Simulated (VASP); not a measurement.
A run of VASP 6.6.1:

INCAR

```
SYSTEM = Pb
PREC     = Accurate       ! precision mode
ENCUT    = 520            ! plane-wave cutoff, eV
EDIFF    = 1E-6           ! SCF threshold, eV
ISMEAR   = -1             ! smearing method
SIGMA    = 0.05           ! smearing width, eV
LREAL    = .False.        ! projectors in reciprocal space
LASPH    = .True.         ! aspherical terms in the spheres
NELM     = 80             ! most SCF steps
ALGO     = Fast           ! electronic algorithm
ISIF     = 2              ! what is computed and relaxed
LWAVE    = .False.        ! write WAVECAR
LCHARG   = .True.         ! write CHGCAR
GGA      = CA             ! functional
LELF     = .True.         ! ELF
LVHAR    = .True.       
NBANDS   = 13             ! bands
```

File KPOINTS:

```
regular mesh
0
Gamma
  5 5 5
  0 0 0
```

File POSCAR:

```
Pb
1.0
    0.0193336300      2.4628699300      2.4528113600
    2.5028571400     -0.0067465600      2.4788915500
    2.4813249000      2.4674178800      0.0147856800
Pb
1
Direct
    0.0000000000      0.0000000000      0.0000000000
```

Potentials or basis: VASP PAW LDA potentials, release 64 (Pb_d).

Command:

```console
$ cat potpaw_LDA.64/Pb_d/POTCAR > POTCAR
$ mpirun -np 1 vasp_std > vasp.out
```

Hardware: 1 thread of Intel Xeon 6975P-C, with other jobs on the host.

Task: Estimate the wall time of this run.

Result: Wall time 19 s on 1 thread of Intel Xeon 6975P-C, on a shared host, peak memory 0.15 GiB. Counts: scf iterations 13, k points 63.
